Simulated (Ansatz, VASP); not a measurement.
**One calculation of Al, two programs**

File INCAR:

```
  PREC = Accurate
  ENCUT = 520
  EDIFF = 1E-6
  ISMEAR = -1
  SIGMA = 0.1
  LREAL = F
  LASPH = T
  NELM = 60
  ALGO = Normal
  ISIF = 2
  LWAVE = F
  LCHARG = F
  GGA = PS
  NBANDS = 8
```

Contents of KPOINTS:

```
Automatic mesh
0
Gamma
  13 13 13
```

POSCAR

```
Al
1.0
    2.8049416725      0.0000000000      0.0000000000
    0.0000000000      2.8049416725      0.0000000000
    0.0000000000      0.0000000000      2.8049416725
Al
1
Direct
    0.0000000000      0.0000000000      0.0000000000
```

Input for Ansatz:

```yaml
crystal:
  lattice:
    - [2.8049416725, 0.0, 0.0]
    - [0.0, 2.8049416725, 0.0]
    - [0.0, 0.0, 2.8049416725]
  atoms:
    - { symbol: Al, position: [0.0, 0.0, 0.0] }
hamiltonian:
  xc: pbesol
  pseudopotentials:
    kind: paw
    azcp:
      Al: "pseudopotentials/Al.paw.azcp"
basis:
  ecutwfc: 420
  fft_grid_basis: typed
kpoints:
  mp_grid: { grid: [13, 13, 13], shift: [0, 0, 0] }
magnetization:
  spin_polarized: false
scf:
  occupations: { method: fermi_dirac, width: 0.1 }
  lower_state_search: "off"
output:
  stress: true
```

Alike in both runs: task single point; functional PBEsol; k mesh 13 × 13 × 13; occupations fermi-dirac, width 0.1 eV; no spin polarisation.

|  | VASP | Ansatz |
| --- | --- | --- |
| version | VASP 6.6.1 | Ansatz 0.2.0 |
| potentials or method | VASP PAW PBE potentials, release 64 (Al), cutoff 520 eV | plane waves (420 eV) with PAW, scalar-relativistic |
| valence electrons in the cell | 3 | 3 |

Ansatz gave:

* pressure (GPa): -5.4

Problem. What did VASP give for the same quantities?

Solution. Pressure (GPa): -5.3.

VASP's potentials were made for PBE, not for PBEsol, and Ansatz warns of the same on its side. With one functional, cell and mesh, what is left measures potentials, basis and numerics.
